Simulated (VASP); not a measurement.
Wanted: the native input for a VASP 6.6.1 run.

```yaml
Task: single point
Functional: r2SCAN
Potentials_or_basis: VASP PAW PBE potentials, release 64 (Al)
Cutoff: 520 eV
k_mesh: 18 × 18 × 10
Occupations: gaussian, width 0.15 eV
Spin: no spin polarisation
Dipole_correction: no
Further_INCAR_settings: ALGO = Normal; EDIFF = 1e-06; NBANDS = 10
```

The system is Al.

```
CELL_PARAMETERS angstrom
3.18145 0.00000 0.00000
-1.59072 2.75522 0.00000
0.00000 0.00000 4.86685
ATOMIC_POSITIONS crystal
Al 0.66667 0.33333 0.75000
Al 0.33333 0.66667 0.25000
```

This cell differs from its parent crystal: strain +0.1312 x Voigt [1, 1, 0, 0, 0, 0].

One way to write it, as run:

POSCAR

```
Al
1.0
    3.1814494936      0.0000000000      0.0000000000
   -1.5907247468      2.7552160823      0.0000000000
    0.0000000000      0.0000000000      4.8668500000
Al
2
Direct
    0.6666666667      0.3333333333      0.7500000000
    0.3333333333      0.6666666667      0.2500000000
```

INCAR.step1

```
SYSTEM = Al
PREC     = Accurate       ! precision mode
ENCUT    = 520            ! plane-wave cutoff, eV
ISMEAR   = 0              ! smearing method
SIGMA    = 0.15           ! smearing width, eV
LREAL    = .FALSE.        ! projectors in reciprocal space
LASPH    = .TRUE.         ! aspherical terms in the spheres
NELM     = 80             ! most SCF steps
NBANDS   = 10             ! bands
GGA      = PE             ! functional
ALGO     = Normal         ! electronic algorithm
EDIFF    = 1E-4           ! SCF threshold, eV
LWAVE    = .TRUE.         ! write WAVECAR
LCHARG   = .FALSE.        ! write CHGCAR
```

INCAR.step2

```
SYSTEM = Al
PREC     = Accurate       ! precision mode
ENCUT    = 520            ! plane-wave cutoff, eV
EDIFF    = 1E-6           ! SCF threshold, eV
ISMEAR   = 0              ! smearing method
SIGMA    = 0.15           ! smearing width, eV
LREAL    = .FALSE.        ! projectors in reciprocal space
LASPH    = .TRUE.         ! aspherical terms in the spheres
NELM     = 80             ! most SCF steps
ALGO     = Normal         ! electronic algorithm
ISIF     = 2              ! what is computed and relaxed
LWAVE    = .FALSE.        ! write WAVECAR
LCHARG   = .FALSE.        ! write CHGCAR
METAGGA  = R2SCAN         ! meta-GGA
LMIXTAU  = .TRUE.       
NBANDS   = 10             ! bands
ISTART   = 1
```

KPOINTS

```
regular mesh
0
G
  18 18 10
  0 0 0
```

Potentials or basis: VASP PAW PBE potentials, release 64 (Al).

Launch:

```sh
$ cat potpaw_PBE.64/Al/POTCAR > POTCAR
$ cp INCAR.step1 INCAR
$ mpirun -np 1 vasp_std > vasp.out
$ cp INCAR.step2 INCAR
$ mpirun -np 1 vasp_std > vasp.out
```

Results of the run:

```yaml
Pressure: -12.7 GPa
Band_gap_on_the_k_mesh: zero (band 3 reaches 10.35 eV, above the bottom of band 4 at 2.50 eV)
```

Caveat: the cell differs from its parent crystal (strain +0.1312 x Voigt [1, 1, 0, 0, 0, 0]); the PAW data sets were made with another functional, which shifts forces and pressure a little.

Wall time 100 s on 1 thread of Intel(R) Xeon(R) Platinum 8488C (Sapphire Rapids), on a shared host, peak memory 0.21 GiB.
